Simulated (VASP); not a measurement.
A run of VASP 6.6.1 is set up as follows.

Contents of INCAR:

```
  PREC = Accurate
  ENCUT = 600
  EDIFF = 1E-6
  ISMEAR = 0
  SIGMA = 0.02
  LREAL = F
  LASPH = T
  NELM = 120
  ALGO = Normal
  ISIF = 2
  LWAVE = F
  LCHARG = F
  GGA = RE
  NBANDS = 48
  GGA_COMPAT = F
```

File KPOINTS:

```
Automatic mesh
0
Gamma
  4 4 4
```

POSCAR

```
ZrSi3O8
1.0
    3.7632118877     -3.8309161048     -0.0003043822
    3.7632118877      3.8309161048     -0.0003043822
   -0.0038859409      0.0000000000      7.6155906323
Zr Si O
1 3 8
Direct
    0.4798894951      0.5201105049      0.0000000000
    0.9751639082      0.4760642587      0.7303488775
    0.5239357413      0.0248360918      0.2696511225
    0.0230690504      0.9769309496      0.5000000000
    0.0420240498      0.2398605982      0.6057903200
    0.5316661736      0.8576887329      0.0902641357
    0.1423112671      0.4683338264      0.9097358643
    0.7601394018      0.9579759502      0.3942096800
    0.0377575338      0.7393355560      0.6316425738
    0.5378912653      0.3148632120      0.2086817257
    0.6851367880      0.4621087347      0.7913182743
    0.2606644440      0.9622424662      0.3683574262
```

Potentials or basis: VASP PAW PBE potentials, release 64 (Zr_sv, Si, O).

Command:

```bash
$ cat potpaw_PBE.64/Zr_sv/POTCAR potpaw_PBE.64/Si/POTCAR potpaw_PBE.64/O/POTCAR > POTCAR
$ mpirun -np 1 vasp_std > vasp.out
```

Question: Predict the pressure.

Answer: 1.4 GPa.

Question: What does it give for the band gap on the k mesh?

Answer: 5.39 eV, direct.

Forces on the atoms (eV/Å):
```
Zr   0.000 -0.006  0.000
Si   0.016 -0.010 -0.029
Si  -0.016 -0.010  0.029
Si   0.000 -0.012  0.000
O    0.031 -0.011 -0.009
O    0.058  0.014 -0.100
O   -0.058  0.014  0.100
O   -0.031 -0.011  0.009
O    0.025 -0.015  0.022
O    0.082  0.032  0.081
O   -0.082  0.032 -0.081
O   -0.025 -0.015 -0.022
```

Caveat: the PAW data sets were made with another functional, which shifts forces and pressure a little. Expect the measured gap to be larger: semilocal functionals such as revPBE lack the derivative discontinuity.
